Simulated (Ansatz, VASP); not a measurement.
W in VASP and in Ansatz

```
W
1.0
    -1.57570    1.57570    1.57570
     1.57570   -1.57570    1.57570
     1.57570    1.57570   -1.57570
W
1
Cartesian
  0.0000 0.0000 0.0000
```

Alike in both runs: task single point; functional PBE; k mesh 18 × 18 × 18; occupations gaussian, width 0.1 eV; no spin polarisation.

|  | VASP | Ansatz |
| --- | --- | --- |
| version | VASP 6.6.1 | Ansatz 0.2.0 |
| potentials or method | VASP PAW PBE potentials, release 64 (W_sv), cutoff 500 eV | scalar-relativistic, plane waves, PAW |
| valence electrons in the cell | 14 | 14 |

```csv
,VASP,Ansatz,Ansatz less VASP
gap on the k mesh at the Fermi level (eV),none,none,-
pressure (GPa),10.5,9.9,-0.61
```

A gap of «none» marks a metal or a gap that the smearing closes.

Neither program's run includes spin-orbit coupling.
